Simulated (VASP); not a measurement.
A run of VASP 6.6.1 is set up as follows.

File INCAR:

```
PREC = Accurate
ENCUT = 600
EDIFF = 1E-6
ISMEAR = 0
SIGMA = 0.1
LREAL = F
LASPH = T
NELM = 120
ALGO = Normal
ISIF = 2
LWAVE = F
LCHARG = F
GGA = LIBXC
LIBXC1 = GGA_X_PBE_R
LIBXC2 = GGA_C_LYP
NBANDS = 25
GGA_COMPAT = F
```

Contents of KPOINTS:

```
Automatic mesh
0
Gamma
  12 12 7
  0.5 0.5 0.5
```

POSCAR

```
CuO
1.0
    2.1342499902     -2.1386860760      0.1681227095
    2.1342499902      2.1386860760      0.1681227095
   -0.4115666997      0.0000000000      5.2231908963
Cu O
2 2
Direct
    0.0000000000      0.5000000000      0.0000000000
    0.5000000000      0.0000000000      0.5000000000
    0.5000045222      0.4999954778      0.2500000000
    0.4999954778      0.5000045222      0.7500000000
```

Potentials or basis: VASP PAW PBE potentials, release 64 (Cu, O).

The run is started by

```sh
$ cat potpaw_PBE.64/Cu/POTCAR potpaw_PBE.64/O/POTCAR > POTCAR
$ mpirun -np 1 vasp_std > vasp.out
```

Estimate the pressure.

0.4 GPa.

Predict the band gap on the k mesh.

zero (bands 17 and 18 overlap by 1.06 eV).

Stress tensor (GPa, compression positive):
```
 0.30  0.00 -0.02
 0.00  0.32  0.00
-0.02  0.00  0.56
```

Caveat: the PAW data sets were made with another functional, which shifts forces and pressure a little; semilocal functionals often make such compounds metallic where correlation or magnetic order opens a gap, which also shifts bond lengths.
